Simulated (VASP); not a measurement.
A run of VASP 6.6.1 is set up as follows.

INCAR

```
SYSTEM = ZrWS3
PREC     = Accurate       ! precision mode
ENCUT    = 520            ! plane-wave cutoff, eV
EDIFF    = 1E-6           ! SCF threshold, eV
ISMEAR   = 0              ! smearing method
SIGMA    = 0.1            ! smearing width, eV
LREAL    = .FALSE.        ! projectors in reciprocal space
LASPH    = .TRUE.         ! aspherical terms in the spheres
NELM     = 80             ! most SCF steps
ALGO     = Normal         ! electronic algorithm
ISIF     = 2              ! what is computed and relaxed
LWAVE    = .FALSE.        ! write WAVECAR
LCHARG   = .TRUE.         ! write CHGCAR
GGA      = PE             ! functional
LELF     = .TRUE.         ! ELF
LVHAR    = .TRUE.       
NBANDS   = 30             ! bands
```

File KPOINTS:

```
Automatic mesh
0
G
  4 4 4
  0 0 0
```

Contents of POSCAR:

```
ZrWS3
1.0
    2.3877719564     -5.4586702899      0.0000000000
    2.3877719564      5.4586702899      0.0000000000
    0.0000000000      0.0000000000      4.7410799879
Zr W S
1 1 3
Direct
    0.0000000000      0.0000000000      0.5000000000
    0.5000000000      0.5000000000      0.0000000000
    0.2894255992      0.7105744008      0.0000000000
    0.7105744008      0.2894255992      0.0000000000
    0.0000000000      0.0000000000      0.0000000000
```

Potentials or basis: VASP PAW PBE potentials, release 64 (Zr_sv, W_sv, S).

The run is started by

```sh
$ cat potpaw_PBE.64/Zr_sv/POTCAR potpaw_PBE.64/W_sv/POTCAR potpaw_PBE.64/S/POTCAR > POTCAR
$ mpirun -np 1 vasp_std > vasp.out
```

Problem. Predict the band gap on the k mesh.

Solution. Zero (band 22 reaches 5.23 eV, above the bottom of band 23 at 4.81 eV).

Problem. Predict the largest force.

Solution. 0.012 eV/Å.

Problem. Estimate the pressure.

Solution. 0.0 GPa.

Forces in eV/Å, atoms in the order of the input:
```
Zr   0.000  0.000  0.000
W    0.000  0.000  0.000
S    0.000 -0.012  0.000
S    0.000  0.012  0.000
S    0.000  0.000  0.000
```

Caveat: spin-orbit coupling is left out, which moves the levels of the heavy elements.
